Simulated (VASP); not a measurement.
Wanted: the native input for a VASP 6.6.1 run.

```
Task                   : single point
Functional             : r2SCAN
Potentials or basis    : VASP PAW PBE potentials, release 64 (Zn, S)
Cutoff                 : 520 eV
k mesh                 : 8 × 8 × 8
Occupations            : gaussian, width 0.05 eV
Spin                   : no spin polarisation
Dipole correction      : no
Further INCAR settings : ALGO = Normal; EDIFF = 1e-06; NBANDS = 16
```

ZnS:

```
CELL_PARAMETERS angstrom
0.00000 2.65410 2.61368
2.65410 0.00000 2.61368
2.65410 2.65410 0.00000
ATOMIC_POSITIONS crystal
Zn 0.00000 0.00000 0.00000
S 0.75000 0.75000 0.75000
```

This cell differs from its parent crystal: strain -0.015 along x and y, -0.030 along z.

The input as run:

POSCAR

```
ZnS
1.0
    0.0000000000      2.6540954973      2.6136777993
    2.6540954973      0.0000000000      2.6136777993
    2.6540954973      2.6540954973      0.0000000000
Zn S
1 1
Direct
    0.0000000000      0.0000000000      0.0000000000
    0.7500000000      0.7500000000      0.7500000000
```

INCAR.step1

```
SYSTEM = ZnS
PREC = Accurate ; ENCUT = 520
ISMEAR = 0 ; SIGMA = 0.05
LREAL = .False. ; LASPH = .True.
NELM = 60 ; NBANDS = 16
GGA = PE ; ALGO = Normal
EDIFF = 1E-4 ; LWAVE = .True.
LCHARG = .False.
```

INCAR.step2

```
SYSTEM = ZnS
PREC = Accurate ; ENCUT = 520
EDIFF = 1E-6 ; ISMEAR = 0
SIGMA = 0.05 ; LREAL = .False.
LASPH = .True. ; NELM = 60
ALGO = Normal ; ISIF = 2
LWAVE = .False. ; LCHARG = .False.
METAGGA = R2SCAN ; LMIXTAU = .True.
NBANDS = 16 ; ISTART = 1
```

KPOINTS

```
Automatic mesh
0
Gamma
  8 8 8
  0 0 0
```

Potentials or basis: VASP PAW PBE potentials, release 64 (Zn, S).

The run is started by

```sh
$ cat potpaw_PBE.64/Zn/POTCAR potpaw_PBE.64/S/POTCAR > POTCAR
$ cp INCAR.step1 INCAR
$ mpirun -np 1 vasp_std > vasp.out
$ cp INCAR.step2 INCAR
$ mpirun -np 1 vasp_std > vasp.out
```

Results of the run:

The pressure is 5.5 GPa. The band gap on the k mesh is 2.97 eV, direct.

Caveat: the cell differs from its parent crystal (strain -0.015 along x and y, -0.030 along z); the PAW data sets were made with another functional, which shifts forces and pressure a little.

Run time: 2.5 min on 1 thread of AMD EPYC 7R43 64-Core Processor (Zen 3), on a shared host, peak memory 0.15 GiB.
